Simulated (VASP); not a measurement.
# PtS2 (P-3m1) in VASP: a series of runs

Aim: see how the results for PtS2 move with the level of theory and the settings. Levels: HSE06, r2SCAN50. Tasks: single point.

All numbers are computed with VASP 6.6.1; they aren't measurements. Logs are shortened: lines on timing, memory, paths and dates and some standing lists are left out, and cuts for length are marked.

### Step 1. The cell of the first run

It takes space group P-3m1 (No. 164, trigonal). Conventional cell: a = 3.553 Å, b = 3.553 Å, c = 5.123 Å, α = 90.00°, β = 90.00°, γ = 120.00°. Pt (site symmetry -3m) has 6 S at 2.39 Å within 3.2 Å. S (site symmetry 3m) has 3 Pt at 2.39 Å and 3 S at 3.20 Å within 3.2 Å.

### Step 2. Single point, HSE06

POSCAR

```
PtS2
1.0
    3.5526240946      0.0000000000      0.0000000000
   -1.7763120473      3.0766627160      0.0000000000
    0.0000000000      0.0000000000      5.1228306135
Pt S
1 2
Direct
    0.0000000000      0.0000000000      0.0000000000
    0.3333333333      0.6666666667      0.2392542175
    0.6666666667      0.3333333333      0.7607457825
```

INCAR.step1

```
  ALGO = Normal
  EDIFF = 1E-5
  ENCUT = 520
  GGA = PE
  ISIF = 2
  ISMEAR = 0
  LASPH = True
  LCHARG = False
  LREAL = False
  LWAVE = True
  NBANDS = 18
  NELM = 60
  PREC = Accurate
  SIGMA = 0.01
```

INCAR.step2

```
  ALGO = Normal
  EDIFF = 1E-7
  ENCUT = 520
  GGA = PE
  HFSCREEN = 0.2079
  ISIF = 2
  ISMEAR = 0
  ISTART = 1
  LASPH = True
  LCHARG = False
  LHFCALC = True
  LREAL = False
  LWAVE = False
  NBANDS = 18
  NELM = 60
  PREC = Accurate
  PRECFOCK = Normal
  SIGMA = 0.01
```

KPOINTS

```
k-points
0
Gamma
  6 6 2
```

Potentials or basis: VASP PAW PBE potentials, release 64 (Pt, S).

Launch:

```sh
cat potpaw_PBE.64/Pt/POTCAR potpaw_PBE.64/S/POTCAR > POTCAR
cp INCAR.step1 INCAR
mpirun -np 1 vasp_std > vasp.out
cp INCAR.step2 INCAR
mpirun -np 1 vasp_std > vasp.out
```

OUTCAR:

```text
EDIFF = 1E-7
   ENCUT = 520
   GGA = PE
   HFSCREEN = 0.2079
   ISIF = 2
   ISMEAR = 0
   ISTART = 1
   LASPH = True
   LHFCALC = True
   LREAL = False
   NELM = 60
   PREC = Accurate
   PRECFOCK = Normal

 ion  position               nearest neighbor table
   1  0.000  0.000  0.000-   2 2.39   3 2.39   2 2.39   3 2.39   3 2.39   2 2.39
   2  0.333  0.667  0.239-   1 2.39   1 2.39   1 2.39
   3  0.667  0.333  0.761-   1 2.39   1 2.39   1 2.39

  LATTYP: Found a hexagonal cell.
 ALAT       =     3.5526240946
 C/A-ratio  =     1.4419849883

  Lattice vectors:

 A1 = (   3.5526240946,   0.0000000000,   0.0000000000)
 A2 = (  -1.7763120473,   3.0766627160,   0.0000000000)
 A3 = (   0.0000000000,   0.0000000000,   5.1228306135)

Analysis of symmetry for initial positions (statically):
=====================================================================
 Subroutine PRICEL returns:
 Original cell was already a primitive cell.

 Routine SETGRP: Setting up the symmetry group for a
 hexagonal supercell.

 Subroutine GETGRP returns: Found 12 space group operations
 (whereof 12 operations were pure point group operations)
 out of a pool of 24 trial point group operations.

The static configuration has the point symmetry D_3d.

Analysis of symmetry for dynamics (positions and initial velocities):
=====================================================================
 Subroutine PRICEL returns:
 Original cell was already a primitive cell.

 Routine SETGRP: Setting up the symmetry group for a
 hexagonal supercell.

 Subroutine GETGRP returns: Found 12 space group operations
 (whereof 12 operations were pure point group operations)
 out of a pool of 24 trial point group operations.

The dynamic configuration has the point symmetry D_3d.

 Subroutine INISYM returns: Found 12 space group operations
 (whereof 12 operations are pure point group operations),
 and found     1 'primitive' translations

----------------------------------------------------------------------------------------

                                     Primitive cell

  volume of cell :      55.9937

  direct lattice vectors                    reciprocal lattice vectors
     3.552624095  0.000000000  0.000000000     0.281482074  0.162513751  0.000000000
    -1.776312047  3.076662716  0.000000000     0.000000000  0.325027503  0.000000000
     0.000000000  0.000000000  5.122830613     0.000000000  0.000000000  0.195204580

  length of vectors
     3.552624095  3.552624095  5.122830613     0.325027503  0.325027503  0.195204580

  position of ions in fractional coordinates (direct lattice)
     0.000000000  0.000000000  0.000000000
     0.333333333  0.666666667  0.239254217
     0.666666667  0.333333333  0.760745783

  ion indices of the primitive-cell ions
   primitive index   ion index
                 1           1
                 2           2
                 3           3

----------------------------------------------------------------------------------------

 KPOINTS: k-points

Automatic generation of k-mesh.
 Grid dimensions read from file:
 generate k-points for:    6    6    2

 Generating k-lattice:

  Cartesian coordinates                     Fractional coordinates (reciprocal lattice)
     0.046913679  0.027085625  0.000000000     0.166666667  0.000000000  0.000000000
     0.000000000  0.054171250  0.000000000     0.000000000  0.166666667  0.000000000
     0.000000000  0.000000000  0.097602290     0.000000000  0.000000000  0.500000000

  Length of vectors
     0.054171250  0.054171250  0.097602290

  Shift w.r.t. Gamma in fractional coordinates (k-lattice)
     0.000000000  0.000000000  0.000000000

 Subroutine IBZKPT returns following result:
 ===========================================

 Found     14 irreducible k-points:

 Following reciprocal coordinates:
            Coordinates               Weight
  0.000000  0.000000  0.000000      1.000000
  0.166667  0.000000  0.000000      6.000000
  0.333333 -0.000000  0.000000      6.000000
  0.500000  0.000000  0.000000      3.000000
  0.166667  0.166667  0.000000      6.000000
  0.333333  0.166667  0.000000     12.000000
  0.333333  0.333333  0.000000      2.000000
  0.000000  0.000000  0.500000      1.000000
  0.166667  0.000000  0.500000      6.000000
  0.333333 -0.000000  0.500000      6.000000
  0.500000  0.000000  0.500000      3.000000
  0.166667  0.166667  0.500000      6.000000
  0.333333  0.166667  0.500000     12.000000
  0.333333  0.333333  0.500000      2.000000
   k-points           NKPTS =     14   k-points in BZ     NKDIM =     72   number of bands    NBANDS=     18
   number of dos      NEDOS =    301   number of ions     NIONS =      3
   total plane-waves  NPLWV =  31360
   dimension x,y,z NGX =    28 NGY =   28 NGZ =   40
   dimension x,y,z NGXF=    56 NGYF=   56 NGZF=   80
   ions per type =               1   2
   NGX,Y,Z   is equivalent  to a cutoff of  13.10, 13.10, 12.98 a.u.
   NGXF,Y,Z  is equivalent  to a cutoff of  26.21, 26.21, 25.96 a.u.
 SYSTEM =  unknown system
   PREC   = accura    normal or accurate (medium, high low for compatibility)
   ISTART =      1    job   : 0-new  1-cont  2-samecut
   ICHARG =      0    charge: 1-file 2-atom 10-const
   ISPIN  =      1    spin polarized calculation?
   LNONCOLLINEAR =      F non collinear calculations
   LSORBIT =      F    spin-orbit coupling
   LASPH  =      T    aspherical Exc in radial PAW
   ENCUT  =  520.0 eV  38.22 Ry    6.18 a.u.   6.61  6.61  9.53*2*pi/ulx,y,z
   NELM   =     60;   NELMIN=  2; NELMDL=  0     # of ELM steps
   EDIFF  = 0.1E-06   stopping-criterion for ELM
   LREAL  =      F    real-space projection
   EDIFFG = 0.1E-05   stopping-criterion for IOM
   NSW    =      0    number of steps for IOM
   IBRION =     -1    ionic relax: 0-MD 1-quasi-New 2-CG
   NFREE  =      0    steps in history (QN), initial steepest desc. (CG)
   ISIF   =      2    stress and relaxation
   ISYM   =      3    0-nonsym 1-usesym 2-fastsym
   POTIM  = 0.5000    time-step for ionic-motion
   TEBEG  =    0.0;   TEEND  =   0.0 temperature during run
   PSTRESS=    0.0 pullay stress
   NELECT =      22.0000    total number of electrons
   NUPDOWN=      -1.0000    fix difference up-down
   EMIN   =  10.00;   EMAX   =-10.00  energy-range for DOS
   EFERMI =   0.00;   METHOD = LEGACY
   ISMEAR =     0;   SIGMA  =   0.01  broadening in eV -4-tet -1-fermi 0-gaus
   EFERMI_NEDOS =   21; number of points for ismear=-14 and -15
   IALGO  =     38    algorithm
   IMIX   =      1    mixing-type and parameters
     AMIX     =   0.40;   BMIX     =  1.00
     AMIX_MAG =   1.60;   BMIX_MAG =  1.00
  volume/ion in A,a.u.               =      18.66       125.95
  Fermi-wavevector in a.u.,A,eV,Ry     =   1.199046  2.265869 19.561265  1.437712
  Thomas-Fermi vector in A             =   2.334919
   LORBIT       =      0    0 simple, 1 ext, 2 COOP (PROOUT), +10 PAW based schemes
   GGA     = PE    functional components
   LHFCALC =     T    Hartree Fock is set to
   PRECFOCK=normal    Normal, Fast or Accurate (Low or Medium for compatibility)
   ENCUT4O =  -1.0   cutoff for four orbital integrals eV
   NKREDX  =     1    reduce k-point grid by
   NKREDY  =     1    reduce k-point grid by
   NKREDZ  =     1    reduce k-point grid by
   AEXX    =    0.2500 exact exchange contribution
   HFSCREEN=    0.2079 screening length (either q_TF or 0.3 A-1)
   HFSCREENC=   0.2079 screening length for correlation (either q_TF or 0.3 A-1)
   ENCUTFOCK=  -1.0 apply spherical cutoff to Coloumb kernel
   IVDW    =     0    specifies the selected vdW correction
   LEPSILON=     F    determine dielectric tensor
   LRPA    =     F    only Hartree local field effects (RPA)
 non-spin polarized calculation
 Gauss-broadening in eV      SIGMA  =   0.01
  energy-cutoff  :      520.00
  volume of cell :       55.99
 maximum number of plane-waves:      1536
 NGX is ok and might be reduce to    28
  NGX = 20; NGY = 20; NGZ = 30

 number of electron      21.9999996 magnetization

 Free energy of the ion-electron system (eV)
  ---------------------------------------------------
  ext. energy  EPLUGINS =         0.00000000
  ---------------------------------------------------
  free energy    TOTEN  =       -18.63490380 eV

  energy without entropy =      -18.63490380  energy(sigma->0) =      -18.63490380

 E-fermi :   6.0679     XC(G=0):  -8.6898

 val. band max:        6.0249545287   @ k =   0.0000   0.0000   0.0000
 cond. band min:       7.4438532771   @ k =   0.3333   0.3333   0.0000
 fundamental gap:      1.4188987483
 Fermi energy:         6.0678829454

 k-point     1 :       0.0000    0.0000    0.0000
  band No.  band energies     occupation
      1     -10.7254      2.00000
      2      -7.6426      2.00000
      3      -1.7274      2.00000
      4      -1.1947      2.00000
      5      -1.1947      2.00000
      6       1.4125      2.00000
[... 10 lines left out ...]
     17      15.1041      0.00000
     18      19.6331      0.00000

 k-point     2 :       0.1667    0.0000    0.0000
  band No.  band energies     occupation
      1     -10.3513      2.00000
      2      -7.8095      2.00000
      3      -1.3486      2.00000
      4      -0.9689      2.00000
      5      -0.9453      2.00000
      6       0.9675      2.00000
[... 10 lines left out ...]
     17      16.1285      0.00000
     18      17.0669      0.00000

 k-point     3 :       0.3333   -0.0000    0.0000
  band No.  band energies     occupation
      1      -9.4208      2.00000
      2      -8.1487      2.00000
      3      -1.2383      2.00000
      4      -0.5294      2.00000
      5      -0.1606      2.00000
      6       0.1681      2.00000
[... 10 lines left out ...]
     17      15.8469      0.00000
     18      16.6673      0.00000

 k-point     4 :       0.5000    0.0000    0.0000
  band No.  band energies     occupation
      1      -8.6789      2.00000
      2      -8.4535      2.00000
      3      -2.0331      2.00000
      4      -0.4529      2.00000
      5       0.0950      2.00000
      6       1.3719      2.00000
[... 10 lines left out ...]
     17      15.2242      0.00000
     18      18.4496      0.00000

 k-point     5 :       0.1667    0.1667    0.0000
  band No.  band energies     occupation
      1      -9.6918      2.00000
      2      -8.0517      2.00000
      3      -0.7740      2.00000
      4      -0.7204      2.00000
      5      -0.5859      2.00000
      6       0.3672      2.00000
[... 10 lines left out ...]
     17      15.9454      0.00000
     18      16.4604      0.00000

 k-point     6 :       0.3333    0.1667    0.0000
  band No.  band energies     occupation
      1      -8.7997      2.00000
      2      -8.3288      2.00000
      3      -1.5107      2.00000
      4      -0.6524      2.00000
      5       0.0900      2.00000
      6       0.5032      2.00000
[... 97 lines left out ...]
 k-point    11 :       0.5000    0.0000    0.5000
  band No.  band energies     occupation
      1      -8.8160      2.00000
      2      -8.2177      2.00000
      3      -2.3022      2.00000
      4      -0.5844      2.00000
      5       0.1972      2.00000
      6       0.5067      2.00000
[... 10 lines left out ...]
     17      17.2777      0.00000
     18      17.5772      0.00000

 k-point    12 :       0.1667    0.1667    0.5000
  band No.  band energies     occupation
      1      -9.3301      2.00000
      2      -8.5199      2.00000
      3      -1.3398      2.00000
      4      -0.8429      2.00000
      5      -0.0583      2.00000
      6       0.6524      2.00000
[... 10 lines left out ...]
     17      16.0861      0.00000
     18      16.3808      0.00000

 k-point    13 :       0.3333    0.1667    0.5000
  band No.  band energies     occupation
      1      -8.6945      2.00000
      2      -8.3880      2.00000
      3      -1.7376      2.00000
      4      -0.8738      2.00000
      5       0.0952      2.00000
      6       0.8159      2.00000
[... 10 lines left out ...]
     17      16.0247      0.00000
     18      17.5195      0.00000

 k-point    14 :       0.3333    0.3333    0.5000
  band No.  band energies     occupation
      1      -8.4092      2.00000
      2      -8.4092      2.00000
      3      -0.9887      2.00000
      4      -0.9887      2.00000
      5      -0.7093      2.00000
      6       1.2077      2.00000
[... 10 lines left out ...]
     17      15.0153      0.00000
     18      17.7508      0.00000

------------------------ aborting loop because EDIFF is reached ----------------------------------------

  FORCE on cell =-STRESS in cart. coord.  units (eV):
  Direction    XX          YY          ZZ          XY          YZ          ZX
  --------------------------------------------------------------------------------------
  -------------------------------------------------------------------------------------
  Total       -0.6332590     -0.6332590     -0.1631200      0.0000000     -0.0000000     -0.0000000
  in kB      -18.1197744    -18.1197744     -4.6674384      0.0000000     -0.0000000     -0.0000000
  external PRESSURE =     -13.6356624 kB  Pullay stress =       0.0000000 kB

 VOLUME and BASIS-vectors are now :
 -----------------------------------------------------------------------------
  energy-cutoff  :      520.00
  volume of cell :       55.99
      direct lattice vectors                 reciprocal lattice vectors
     3.552624095  0.000000000  0.000000000     0.281482074  0.162513751  0.000000000
    -1.776312047  3.076662716  0.000000000     0.000000000  0.325027503  0.000000000
     0.000000000  0.000000000  5.122830613     0.000000000  0.000000000  0.195204580

 POSITION                                       TOTAL-FORCE (eV/Angst)
 -----------------------------------------------------------------------------------
      0.00000      0.00000      0.00000        -0.000000      0.000000      0.000000
     -0.00000      2.05111      1.22566         0.000000      0.000000     -0.398946
      1.77631      1.02555      3.89717        -0.000000      0.000000      0.398946
 -----------------------------------------------------------------------------------
    total drift:                                0.000000      0.000000      0.000001

  FREE ENERGIE OF THE ION-ELECTRON SYSTEM (eV)
  ---------------------------------------------------
  free  energy   TOTEN  =       -18.6349037980 eV

  energy  without entropy=      -18.6349037980  energy(sigma->0) =      -18.63490380
```

Wall time 14 min (1 thread of AMD EPYC 9R45 (Zen 5), shared host); peak memory 0.26 GiB.

Results:

```yaml
Free_energy: -18.6349 eV
Pressure: -1.4 GPa
Largest_force: 0.399 eV/Å
Band_gap_on_the_k_mesh: 1.42 eV (least direct gap 2.32 eV)
```

Forces in eV/Å, atoms in the order of the input:
```
Pt   0.000  0.000  0.000
S    0.000  0.000 -0.399
S    0.000  0.000  0.399
```

Caveat: the k points lie up to 0.61 Å⁻¹ apart; the PAW data sets were made with another functional, which shifts forces and pressure a little; spin-orbit coupling is left out, which moves the levels of the heavy elements. A k mesh can miss the band edges.

### Step 3. Single point, r2SCAN50

POSCAR is that of step 2.

INCAR.step1

```
ALGO = Normal
EDIFF = 1E-5
ENCUT = 520
GGA = PE
ISIF = 2
ISMEAR = 0
LASPH = True
LCHARG = False
LREAL = False
LWAVE = True
NBANDS = 18
NELM = 80
PREC = Accurate
SIGMA = 0.01
```

INCAR.step2

```
AEXX = 0.5
ALGO = Normal
EDIFF = 1E-6
ENCUT = 520
ISIF = 2
ISMEAR = 0
ISTART = 1
LASPH = True
LCHARG = False
LHFCALC = True
LMIXTAU = True
LREAL = False
LWAVE = False
METAGGA = R2SCAN
NBANDS = 18
NELM = 80
PREC = Accurate
PRECFOCK = Normal
SIGMA = 0.01
```

KPOINTS is that of step 2.

Potentials or basis: VASP PAW PBE potentials, release 64 (Pt, S).

Launch:

```sh
cat potpaw_PBE.64/Pt/POTCAR potpaw_PBE.64/S/POTCAR > POTCAR
cp INCAR.step1 INCAR
mpirun -np 1 vasp_std > vasp.out
cp INCAR.step2 INCAR
mpirun -np 1 vasp_std > vasp.out
```

Wall time 13 min (1 thread of AMD EPYC 9R45 (Zen 5), shared host); peak memory 0.17 GiB.

The run converged. Its results:

| Quantity | Value |
| --- | --- |
| Free energy | -52.7852 eV |
| Pressure | -6.2 GPa |
| Largest force | 0.777 eV/Å |
| Band gap on the k mesh | 3.49 eV (least direct gap 4.63 eV) |

Forces in eV/Å, atoms in the order of the input:
```
Pt   0.000  0.000  0.000
S    0.000  0.000 -0.777
S    0.000  0.000  0.777
```

Stress tensor (GPa, compression positive):
```
-7.81  0.00  0.00
 0.00 -7.81  0.00
 0.00  0.00 -3.08
```

Levels at points of the mesh, in eV from the valence-band top:
| k point | band 7 | band 8 | band 9 | band 10 | band 11 | band 12 | band 13 | band 14 | band 15 | band 16 |
| --- | --- | --- | --- | --- | --- | --- | --- | --- | --- | --- |
| (0.00, 0.00, 0.00) | -5.79 | -3.62 | -1.29 | -1.29 | 0.00 | 4.82 | 4.82 | 7.75 | 8.88 | 11.66 |
| (0.50, 0.00, 0.00) | -5.24 | -4.95 | -4.06 | -3.92 | -3.61 | 4.36 | 5.59 | 8.77 | 9.79 | 11.42 |
| (0.00, 0.00, 0.50) | -5.82 | -3.23 | -2.18 | -1.55 | -1.55 | 5.54 | 5.54 | 8.74 | 10.76 | 11.25 |
| (0.50, 0.00, 0.50) | -5.23 | -4.94 | -4.33 | -3.45 | -1.92 | 4.50 | 5.24 | 8.50 | 8.67 | 11.02 |

Caveat: the k points lie up to 0.61 Å⁻¹ apart; the PAW data sets were made with another functional, which shifts forces and pressure a little; spin-orbit coupling is left out, which moves the levels of the heavy elements. A k mesh can miss the band edges.
